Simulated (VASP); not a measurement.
# MoSe (Fm-3m) in VASP: single point with PBEsol

Aim: the single point of MoSe with PBEsol.

Program: VASP 6.6.1. These are calculated values, not measurements. Logs are shortened: lines on timing, memory, paths and dates and some standing lists are left out, and cuts for length are marked.

### 1 The cell of the first run

It takes space group Fm-3m (No. 225, cubic). Conventional cell: a = 5.150 Å, b = 5.150 Å, c = 5.150 Å, α = 90.00°, β = 90.00°, γ = 90.00°. Within 3.4 Å of Mo (site symmetry m-3m) lie 6 Se at 2.57 Å. Within 3.4 Å of Se (site symmetry m-3m) lie 6 Mo at 2.57 Å.

### 2 Single point, PBEsol, collinear spin

The input, INCAR:

```
SYSTEM = MoSe
PREC = Accurate
ENCUT = 520
EDIFF = 1E-7
ISMEAR = 0
SIGMA = 0.1
LREAL = .FALSE.
LASPH = .TRUE.
NELM = 150
ALGO = Fast
ISIF = 2
LWAVE = .FALSE.
LCHARG = .FALSE.
ISPIN = 2
MAGMOM = 2 -2 0 0
LORBIT = 11
LMAXMIX = 4
GGA = PS
NBANDS = 32
```

The input, KPOINTS:

```
regular mesh
0
G
  14 14 7
  0 0 0
```

The input, POSCAR:

```
MoSe
1.0
    0.0000000000      2.5748516652      2.5748516652
    2.5748516652      0.0000000000      2.5748516652
    5.1497033304      5.1497033304      0.0000000000
Mo Se
2 2
Direct
    1.0000000000      0.0000000000      0.0000000000
    1.0000000000      0.0000000000      0.5000000000
    0.5000000000      0.5000000000      0.2500000000
    0.5000000000      0.5000000000      0.7500000000
```

Potentials or basis: VASP PAW PBE potentials, release 64 (Mo_sv, Se).

Launch:

```
cat potpaw_PBE.64/Mo_sv/POTCAR potpaw_PBE.64/Se/POTCAR > POTCAR
mpirun -np 1 vasp_std > vasp.out
```

OUTCAR:

```text
SYSTEM = MoSe
   PREC = Accurate
   ENCUT = 520
   EDIFF = 1E-7
   ISMEAR = 0
   LREAL = .FALSE.
   LASPH = .TRUE.
   NELM = 150
   ISIF = 2
   ISPIN = 2
   LORBIT = 11
   GGA = PS

 ion  position               nearest neighbor table
   1  0.000  0.000  0.000-   4 2.57   3 2.57   4 2.57   3 2.57   4 2.57   3 2.57
   2  0.000  0.000  0.500-   3 2.57   3 2.57   4 2.57   3 2.57   4 2.57   4 2.57
   3  0.500  0.500  0.250-   1 2.57   1 2.57   2 2.57   1 2.57   2 2.57   2 2.57
   4  0.500  0.500  0.750-   2 2.57   1 2.57   2 2.57   1 2.57   2 2.57   1 2.57

  LATTYP: Found a trigonal (rhomboedric) cell.
 ALAT       =     6.3070727431
 COS(alpha) =     0.8333333333

  Lattice vectors:

 A1 = (   5.1497033304,   2.5748516652,  -2.5748516652)
 A2 = (   2.5748516652,   2.5748516652,  -5.1497033304)
 A3 = (   2.5748516652,   5.1497033304,  -2.5748516652)

Analysis of symmetry for initial positions (statically):
=====================================================================
 Subroutine PRICEL returns following result:

  LATTYP: Found a face centered cubic cell.
 ALAT       =     5.1497033304
[... 12 lines left out ...]
 Subroutine GETGRP returns: Found 12 space group operations
 (whereof 12 operations were pure point group operations)
 out of a pool of 12 trial point group operations.

The static configuration has the point symmetry D_3d.

Analysis of symmetry for dynamics (positions and initial velocities):
=====================================================================
 Subroutine PRICEL returns following result:

  LATTYP: Found a face centered cubic cell.
 ALAT       =     5.1497033304
[... 12 lines left out ...]
 Subroutine GETGRP returns: Found 12 space group operations
 (whereof 12 operations were pure point group operations)
 out of a pool of 12 trial point group operations.

The dynamic configuration has the point symmetry D_3d.

Analysis of structural, dynamic, and magnetic symmetry:
=====================================================================
 Subroutine PRICEL returns following result:

  LATTYP: Found a face centered cubic cell.
 ALAT       =     5.1497033304
[... 12 lines left out ...]
 Subroutine GETGRP returns: Found 12 space group operations
 (whereof 12 operations were pure point group operations)
 out of a pool of 12 trial point group operations.

The overall configuration has the point symmetry D_3d.

 Subroutine INISYM returns: Found 12 space group operations
 (whereof 12 operations are pure point group operations),
 and found     2 'primitive' translations

----------------------------------------------------------------------------------------

                                     Primitive cell

  volume of cell :      34.1418

  direct lattice vectors                    reciprocal lattice vectors
     0.000000000  2.574851665  2.574851665    -0.194185944  0.194185944  0.194185944
[... 136 lines left out ...]
 spin polarized calculation
 RMM-DIIS sequential band-by-band and
 Gauss-broadening in eV      SIGMA  =   0.10
  energy-cutoff  :      520.00
  volume of cell :       68.28
 maximum number of plane-waves:      1856
   NGX = 13   NGY = 13   NGZ = 27

 number of electron      40.0000001 magnetization      -0.0000000

 number of electron      40.0000001 magnetization       0.0000000

 Free energy of the ion-electron system (eV)
  ---------------------------------------------------
  ext. energy  EPLUGINS =         0.00000000
  ---------------------------------------------------
  free energy    TOTEN  =       -29.19815054 eV

  energy without entropy =      -29.17166709  energy(sigma->0) =      -29.18490882

 E-fermi :  10.0482     XC(G=0): -12.1262

 val. band max:       10.0471422832   @ k =   0.5000   0.4286   0.4286
 cond. band min:      10.0493571019   @ k =   0.4286   0.2857   0.0000
 fundamental gap:      0.0022148187
 Fermi energy:        10.0481653406

 spin component 1

 k-point     1 :       0.0000    0.0000    0.0000
  band No.  band energies     occupation
      1     -51.1573      1.00000
      2     -51.0654      1.00000
      3     -25.4125      1.00000
      4     -25.3147      1.00000
      5     -25.3147      1.00000
      6     -25.2449      1.00000
[... 829 lines left out ...]
     31      18.1484      0.00000
     32      18.8420      0.00000

 [... further k-points ...]

 spin component 2

 k-point     1 :       0.0000    0.0000    0.0000
  band No.  band energies     occupation
      1     -51.1573      1.00000
      2     -51.0654      1.00000
      3     -25.4125      1.00000
      4     -25.3147      1.00000
      5     -25.3147      1.00000
      6     -25.2449      1.00000
[... 829 lines left out ...]
     31      18.1484      0.00000
     32      18.8420      0.00000

 [... further k-points ...]
[... 5 lines left out ...]
  --------------------------------------------------------------------------------------
  -------------------------------------------------------------------------------------
  Total        0.1791048      0.1791048      0.1791048     -0.0186705      0.0186705      0.0186705
  in kB        4.2024356      4.2024356      4.2024356     -0.4380762      0.4380762      0.4380762
  external PRESSURE =       4.2024356 kB  Pullay stress =       0.0000000 kB

 VOLUME and BASIS-vectors are now :
 -----------------------------------------------------------------------------
  energy-cutoff  :      520.00
  volume of cell :       68.28
      direct lattice vectors                 reciprocal lattice vectors
     0.000000000  2.574851665  2.574851665    -0.194185944  0.194185944  0.194185944
     2.574851665  0.000000000  2.574851665     0.194185944 -0.194185944  0.194185944
     5.149703330  5.149703330  0.000000000     0.097092972  0.097092972 -0.097092972

 POSITION                                       TOTAL-FORCE (eV/Angst)
 -----------------------------------------------------------------------------------
      0.00000      0.00000      0.00000        -0.000000     -0.000000      0.000000
      2.57485      2.57485      0.00000         0.000000     -0.000000      0.000000
      2.57485      2.57485      2.57485        -0.000000     -0.000000     -0.000000
      5.14970      5.14970      2.57485         0.000000      0.000000     -0.000000
 -----------------------------------------------------------------------------------
    total drift:                               -0.000000      0.000000      0.000000

  FREE ENERGIE OF THE ION-ELECTRON SYSTEM (eV)
  ---------------------------------------------------
  free  energy   TOTEN  =       -29.1981505433 eV

  energy  without entropy=      -29.1716670899  energy(sigma->0) =      -29.18490882

 total charge

# of ion       s       p       d       tot
------------------------------------------
    1        2.215   6.102   4.120  12.436
    2        2.215   6.102   4.120  12.436
    3        1.431   2.399   0.135   3.964
    4        1.431   2.399   0.135   3.964
--------------------------------------------------
tot          7.291  17.003   8.508  32.802

 magnetization (x)

# of ion       s       p       d       tot
------------------------------------------
    1        0.001   0.001   0.141   0.143
    2       -0.001  -0.001  -0.141  -0.143
    3        0.000   0.000   0.000   0.000
    4        0.000   0.000   0.000   0.000
--------------------------------------------------
tot          0.000   0.000   0.000   0.000
```

stdout:

```text
POSCAR found type information on POSCAR MoSe
 POSCAR found :  2 types and       4 ions
 scaLAPACK will be used
 -----------------------------------------------------------------------------
|                                                                             |
|                                                                             |
[... 24 lines left out ...]

 POSCAR, INCAR and KPOINTS ok, starting setup
 FFT: planning ... GRIDC
 FFT: planning ... GRID_SOFT
 FFT: planning ... GRID
 WAVECAR not read
 entering main loop
WARNING in EDDRMM: call to ZHEGV failed, returncode =   8  4     32
WARNING in EDDRMM: call to ZHEGV failed, returncode =   6  3     32
WARNING in EDDRMM: call to ZHEGV failed, returncode =   8  4     31
```

Wall time 31 min (1 thread of Oxide Virtual Turin-like, shared host); peak memory 0.51 GiB.

What came out:

- Free energy: -29.1982 eV
- Pressure: 0.4 GPa
- Band gap on the k mesh: zero (filled and empty bands overlap)
- Net moment: 0.00 μB per cell
- Site moments: Mo +0.14, -0.14; Se +0.00 μB
- Valence electrons inside the program's atomic spheres: Mo 12.44; Se 3.96

Levels at points of the mesh, in eV from the Fermi level:
Spin up:
| k point | band 18 | band 19 | band 20 | band 21 | band 22 | band 23 |
| --- | --- | --- | --- | --- | --- | --- |
| (0.00, 0.00, 0.00) | -2.11 | -2.11 | -1.68 | -1.68 | -0.07 | -0.07 |
| (0.50, 0.00, 0.00) | -0.77 | -0.08 | -0.08 | 0.55 | 0.58 | 0.66 |
Spin down:
| k point | band 16 | band 17 | band 18 | band 19 | band 20 | band 21 | band 22 | band 23 | band 24 | band 25 |
| --- | --- | --- | --- | --- | --- | --- | --- | --- | --- | --- |
| (0.00, 0.00, 0.00) | -2.28 | -2.11 | -2.11 | -2.11 | -1.68 | -1.68 | -0.07 | -0.07 | 0.63 | 2.49 |
| (0.50, 0.00, 0.00) | -3.88 | -3.83 | -0.77 | -0.08 | -0.08 | 0.55 | 0.58 | 0.66 | 1.52 | 2.49 |

Caveat: the PAW data sets were made with another functional, which shifts forces and pressure a little.
